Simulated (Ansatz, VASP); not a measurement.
Two plane-wave programs on SnO

```
Sn O
1.0
     2.48322   -2.84080    0.00000
     2.48322    2.84080    0.00000
     0.00000    0.00000   11.04537
Sn O
4 4
Direct
  0.00000 0.00000 0.98721
  0.00000 0.00000 0.48721
  0.49988 0.50012 0.26979
  0.50012 0.49988 0.76979
  0.00000 0.49997 0.37850
  0.00000 0.50003 0.87850
  0.50003 0.00000 0.37850
  0.49997 0.00000 0.87850
```

Change from the starting cell: volume scaled by 0.98, ions relaxed.

Alike in both runs: functional PBE; k mesh 8 × 8 × 3; occupations fermi-dirac, width 0.02 eV; no spin polarisation.

Ansatz relaxed the structure, and its values are those at the end. VASP's run is a single point on that final structure, the one shown.

|  | VASP | Ansatz |
| --- | --- | --- |
| version | VASP 6.6.1 | Ansatz 0.2.0 |
| potentials or method | VASP PAW PBE potentials, release 64 (Sn_d, O) | plane-wave PAW, scalar-relativistic |
| plane-wave cutoff (eV) | 520 | 420 |
| valence electrons in the cell | 80 | 80 |

Ansatz gave:

* pressure (GPa): 2.9
* rms of the force components (eV/Å): 0.001

Problem. Which values does VASP return?

Solution. Pressure (GPa): 3.2; rms of the force components (eV/Å): 0.036.

The functional is the same, so the differences come from potentials, cutoffs and numerics. Ansatz's warnings: stress scf threshold loose.
